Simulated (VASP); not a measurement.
A run of VASP 6.6.1 is set up as follows.

File INCAR:

```
SYSTEM = BN
ALGO = Normal
EDIFF = 1E-6
ENCUT = 600
GGA = PS
GGA_COMPAT = .False.
ISIF = 2
ISMEAR = 0
LASPH = .True.
LCHARG = .True.
LELF = .True.
LREAL = .False.
LVHAR = .True.
LWAVE = .False.
NBANDS = 11
NELM = 120
PREC = Accurate
SIGMA = 0.01
```

Contents of KPOINTS:

```
k-points
0
Gamma
  6 6 6
  0 0 0
```

POSCAR

```
BN
1.0
    0.0000000000      1.8205739732      1.7942777947
    1.8205739732      0.0000000000      1.7942777947
    1.8205739732      1.8205739732      0.0000000000
B N
1 1
Direct
    0.0000000000      0.0000000000      0.0000000000
    0.2500000000      0.2500000000      0.2500000000
```

Potentials or basis: VASP PAW PBE potentials, release 64 (B, N).

Run with:

```bash
$ cat potpaw_PBE.64/B/POTCAR potpaw_PBE.64/N/POTCAR > POTCAR
$ mpirun -np 1 vasp_std > vasp.out
```

Task: Predict the band gap on the k mesh.

Result: 4.01 eV, indirect (least direct gap 8.57 eV).

Task: Predict the pressure.

Result: -5.2 GPa.

Stress tensor (GPa, compression positive):
```
-8.10  0.00  0.00
 0.00 -8.10  0.00
 0.00  0.00  0.47
```

Caveat: the k points lie up to 0.50 Å⁻¹ apart; the PAW data sets were made with another functional, which shifts forces and pressure a little. A k mesh can miss the band edges.
